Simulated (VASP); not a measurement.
Input of a VASP 6.6.1 run:

File INCAR:

```
SYSTEM = Be3SbN
PREC = Accurate
ENCUT = 520
EDIFF = 1E-7
ISMEAR = -1
SIGMA = 0.15
LREAL = .FALSE.
LASPH = .TRUE.
NELM = 100
ALGO = Normal
ISIF = 2
LWAVE = .FALSE.
LCHARG = .FALSE.
GGA = PE
NBANDS = 16
```

File KPOINTS:

```
Automatic mesh
0
G
  10 10 10
  0 0 0
```

Contents of POSCAR:

```
Be3SbN
1.0
    3.7882430466      0.0000000000      0.0000000000
    0.0000000000      3.7882430466      0.0000000000
    0.0000000000      0.0000000000      3.7882430466
Be Sb N
3 1 1
Direct
    0.0000000000      0.5000000000      0.5000000000
    0.5000000000      0.5000000000      0.0000000000
    0.5000000000      0.0000000000      0.5000000000
    0.0000000000      0.0000000000      0.0000000000
    0.5000000000      0.5000000000      0.5000000000
```

Potentials or basis: VASP PAW PBE potentials, release 64 (Be, Sb, N).

The run is started by

```console
$ cat potpaw_PBE.64/Be/POTCAR potpaw_PBE.64/Sb/POTCAR potpaw_PBE.64/N/POTCAR > POTCAR
$ mpirun -np 1 vasp_std > vasp.out
```

(1) Estimate the pressure.

(2) Estimate the band gap on the k mesh.

Results:

(1) 0.4 GPa.

(2) zero (band 8 reaches 9.31 eV, above the bottom of band 9 at 9.14 eV).

Caveat: spin-orbit coupling is left out, which moves the levels of the heavy elements.
